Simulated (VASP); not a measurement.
Here is a VASP 6.6.1 calculation.

File POSCAR:

```
NiO
1.0
    0.0000000000      2.0892372559      2.0892372559
    2.0892372559      0.0000000000      2.0892372559
    2.0892372559      2.0892372559      0.0000000000
Ni O
1 1
Direct
    0.0000000000      0.0000000000      0.0000000000
    0.5000000000      0.5000000000      0.5000000000
```

Contents of INCAR.step1:

```
  PREC = Accurate
  ENCUT = 520
  ISMEAR = -1
  SIGMA = 0.05
  LREAL = False
  LASPH = True
  NELM = 150
  ISPIN = 2
  MAGMOM = 1 0
  LMAXMIX = 4
  NBANDS = 19
  GGA = PE
  ALGO = Normal
  EDIFF = 1E-4
  LWAVE = True
  LCHARG = False
```

Contents of INCAR.step2:

```
  PREC = Accurate
  ENCUT = 520
  EDIFF = 1E-7
  ISMEAR = -1
  SIGMA = 0.05
  LREAL = False
  LASPH = True
  NELM = 150
  ALGO = Normal
  ISIF = 2
  LWAVE = False
  LCHARG = True
  ISPIN = 2
  MAGMOM = 1 0
  LORBIT = 11
  LMAXMIX = 4
  METAGGA = R2SCAN
  LMIXTAU = True
  IVDW = 12
  VDW_S6 = 1.0
  VDW_S8 = 0.78981345
  VDW_A1 = 0.49484001
  VDW_A2 = 5.73083694
  LELF = True
  LVHAR = True
  NBANDS = 19
  ISTART = 1
```

The input KPOINTS:

```
regular mesh
0
Gamma
  11 11 11
```

Potentials or basis: VASP PAW PBE potentials, release 64 (Ni, O).

Command:

```sh
$ cat potpaw_PBE.64/Ni/POTCAR potpaw_PBE.64/O/POTCAR > POTCAR
$ cp INCAR.step1 INCAR
$ mpirun -np 1 vasp_std > vasp.out
$ cp INCAR.step2 INCAR
$ mpirun -np 1 vasp_std > vasp.out
```

Task: Predict the band gap on the k mesh.

Result: 0.75 eV, indirect (least direct gap 1.70 eV).

Task: Estimate the site moments.

Result: Ni +1.69; O +0.28 μB.

Task: Predict the pressure.

Result: 0.1 GPa.

Caveat: the PAW data sets were made with another functional, which shifts forces and pressure a little; a cell with one magnetic atom can't hold antiferromagnetic order, which such compounds often take. A k mesh can miss the band edges.
